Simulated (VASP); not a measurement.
Write the native input for VASP 6.6.1 that does the following.

- Task: single point
- Functional: PBE
- Potentials or basis: VASP PAW PBE potentials, release 64 (Mg, S)
- Cutoff: 600 eV
- k mesh: 4 × 4 × 4
- Occupations: gaussian, width 0.01 eV
- Spin: no spin polarisation
- Dipole correction: no
- Further INCAR settings: ALGO = Normal; EDIFF = 1e-06; NBANDS = 11

The structure of MgS lies in POSCAR:

```
MgS
1.0
   -0.0141543842      2.8308768404      2.8308768404
    2.8308768404     -0.0141543842      2.8308768404
    2.8167224562      2.8167224562      0.0000000000
Mg S
1 1
Direct
   -0.0009195632     -0.0009195632      0.0009195632
    0.2509195632      0.2509195632      0.2490804368
```

This cell differs from its parent crystal: shear xy strain -1.0%.

These files were run (other wordings do the same):

INCAR

```
SYSTEM = MgS
PREC = Accurate
ENCUT = 600
EDIFF = 1E-6
ISMEAR = 0
SIGMA = 0.01
LREAL = .FALSE.
LASPH = .TRUE.
NELM = 120
ALGO = Normal
ISIF = 2
LWAVE = .FALSE.
LCHARG = .FALSE.
GGA = PE
NBANDS = 11
GGA_COMPAT = .FALSE.
```

KPOINTS

```
regular mesh
0
G
  4 4 4
  0 0 0
```

Potentials or basis: VASP PAW PBE potentials, release 64 (Mg, S).

Run with:

```console
$ cat potpaw_PBE.64/Mg/POTCAR potpaw_PBE.64/S/POTCAR > POTCAR
$ mpirun -np 1 vasp_std > vasp.out
```

Results of the run:

```
Pressure               : 1.0 GPa
Band gap on the k mesh : 3.42 eV
```

Caveat: the k points lie up to 0.48 Å⁻¹ apart; the cell differs from its parent crystal (shear xy strain -1.0%).

Wall time 7.5 s on 1 thread of Intel(R) Xeon(R) 6975P-C (Granite Rapids), on a shared host, peak memory 0.17 GiB.
